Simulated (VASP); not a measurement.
Wanted: the native input for a VASP 6.6.1 run.

```
Task                   : single point
Functional             : LDA
Potentials or basis    : VASP PAW LDA potentials, release 64 (Ta_pv, V_sv, N)
Cutoff                 : 520 eV
k mesh                 : 9 × 9 × 6
Occupations            : fermi-dirac, width 0.05 eV
Spin                   : collinear spin, ferromagnetic start
Starting moments       : [0.0, 2.0, 0.0, 0.0] μB
Dipole correction      : no
Further INCAR settings : ALGO = Normal; EDIFF = 1e-06; NBANDS = 29
```

The structure of TaVN2 lies in POSCAR:

```
TaVN2
1.0
    3.0498670000      0.0000000000      0.0000000000
    0.0000000000      3.0498670000      0.0000000000
    0.0000000000      0.0000000000      4.2960620000
Ta V N
1 1 2
Direct
    0.0000000000      0.0000000000      0.0000000000
    0.5000000000      0.5000000000      0.5000000000
    0.5000000000      0.5000000000      0.0000000000
    0.0000000000      0.0000000000      0.5000000000
```

The input as run:

INCAR

```
ALGO     = Normal         # electronic algorithm
EDIFF    = 1E-6           # SCF threshold, eV
ENCUT    = 520            # plane-wave cutoff, eV
GGA      = CA             # functional
ISIF     = 2              # what is computed and relaxed
ISMEAR   = -1             # smearing method
ISPIN    = 2              # spin polarisation
LASPH    = T              # aspherical terms in the spheres
LCHARG   = F              # write CHGCAR
LMAXMIX  = 4              # l up to which the mixer works
LORBIT   = 11             # projections on sites
LREAL    = F              # projectors in reciprocal space
LWAVE    = F              # write WAVECAR
MAGMOM   = 0 2 0 0        # initial moments
NBANDS   = 29             # bands
NELM     = 150            # most SCF steps
PREC     = Accurate       # precision mode
SIGMA    = 0.05           # smearing width, eV
```

KPOINTS

```
k-points
0
Gamma
  9 9 6
```

Potentials or basis: VASP PAW LDA potentials, release 64 (Ta_pv, V_sv, N).

Run with:

```sh
$ cat potpaw_LDA.64/Ta_pv/POTCAR potpaw_LDA.64/V_sv/POTCAR potpaw_LDA.64/N/POTCAR > POTCAR
$ mpirun -np 1 vasp_std > vasp.out
```

It gave:

| Quantity | Value |
| --- | --- |
| Pressure | -18.0 GPa |
| Band gap on the k mesh | zero (filled and empty bands overlap) |
| Net moment | 0.00 μB per cell |
| Valence electrons inside the program's atomic spheres | Ta 8.97; V 11.57; N 3.73, 3.69 |

Caveat: spin-orbit coupling is left out, which moves the levels of the heavy elements.

Run time: 2.7 min on 1 thread of Intel Xeon 8259CL, on a shared host, peak memory 0.23 GiB.
